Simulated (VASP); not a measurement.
A run of VASP 6.6.1 is set up as follows.

File INCAR:

```
SYSTEM = InP
  ALGO = Normal
  DIPOL = 0.5 0.5 0.500
  EDIFF = 1E-6
  ENCUT = 520
  GGA = PE
  IDIPOL = 3
  ISIF = 2
  ISMEAR = -1
  LASPH = .TRUE.
  LCHARG = .TRUE.
  LDIPOL = .TRUE.
  LELF = .TRUE.
  LREAL = .FALSE.
  LVACPOTAV = .TRUE.
  LVHAR = .TRUE.
  LWAVE = .FALSE.
  NBANDS = 46
  NELM = 100
  PREC = Accurate
  SIGMA = 0.02
```

KPOINTS

```
k-points
0
G
  6 5 1
  0 0 0
```

Contents of POSCAR:

```
InP
1.0
    4.2139839895      0.0000000000      0.0000000000
    0.0000000000      5.9594733095      0.0000000000
    0.0000000000      0.0000000000     19.8048000000
In P
4 4
Direct
    0.0000000000      0.8306228423      0.3641994589
    0.5000000000      0.3982495645      0.4397395700
    0.0000000000      0.8982489786      0.5602608572
    0.5000000000      0.3306242134      0.6357999041
    0.5000000000      0.6231208331      0.3282020322
    0.0000000000      0.1480043267      0.4501243240
    0.5000000000      0.6480040725      0.5498772984
    0.0000000000      0.1231251689      0.6717979678
```

Potentials or basis: VASP PAW PBE potentials, release 64 (In_d, P).

Launch:

```sh
$ cat potpaw_PBE.64/In_d/POTCAR potpaw_PBE.64/P/POTCAR > POTCAR
$ mpirun -np 1 vasp_std > vasp.out
```

Predict the band gap on the k mesh.

1.22 eV.

Estimate the largest force.

0.012 eV/Å.

Forces in eV/Å, atoms in the order of the input:
```
In   0.000 -0.008 -0.001
In   0.000  0.001 -0.004
In   0.000  0.001  0.004
In   0.000 -0.008  0.001
P    0.000  0.009  0.008
P    0.000 -0.001 -0.002
P    0.000 -0.001  0.002
P    0.000  0.009 -0.008
```

Caveat: spin-orbit coupling is left out, which moves the levels of the heavy elements.
